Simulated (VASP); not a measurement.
**Sb: single point with PBE+D4**

System: Sb, a slab with vacuum.

```
Sb
1.0
     7.17560    0.00000    0.00000
    -3.58780    6.21425    0.00000
     0.00000    0.00000   22.81000
Sb
6
Direct
  0.66667 0.66667 0.60203
  0.33689 0.99675 0.60195
  0.00638 0.33597 0.60191
  0.33664 0.33050 0.67328
  0.00074 0.66626 0.67318
  0.67254 0.00264 0.67337
```

- Program: VASP 6.6.1
- Task: single point
- Functional: PBE
- Dispersion: D4
- Potentials or basis: VASP PAW PBE potentials, release 64 (Sb)
- Cutoff: 400 eV
- k mesh: 6 × 6 × 1
- Occupations: gaussian, width 0.04 eV
- Spin: no spin polarisation

| Property | Result |
| --- | --- |
| Largest force | 0.079 eV/Å |
| Band gap on the k mesh | 1.35 eV |
| Dispersion energy per atom | -0.266 eV |

Forces in eV/Å, atoms in the order of the input:
```
Sb   0.064  0.001 -0.045
Sb  -0.035  0.053 -0.043
Sb  -0.031 -0.054 -0.041
Sb  -0.015  0.018  0.043
Sb   0.023  0.004  0.045
Sb  -0.007 -0.022  0.041
```

Levels at points of the mesh, in eV from the valence-band top:
```csv
k point,band 13,band 14,band 15,band 16,band 17,band 18
"(0.00, 0.00, 0.00)",-0.44,0.00,0.00,1.52,1.64,1.65
"(0.50, 0.00, 0.00)",-1.33,-0.40,-0.40,1.67,2.26,2.27
"(0.00, 0.50, 0.00)",-1.33,-0.40,-0.40,1.67,2.27,2.27
"(0.50, 0.50, 0.00)",-1.33,-0.40,-0.40,1.67,2.26,2.27
```

It took 12 min on 1 thread of Oxide Virtual Turin-like Processor, with other jobs on the host, peak memory 0.73 GiB.

Caveat: spin-orbit coupling is left out, which moves the levels of the heavy elements.
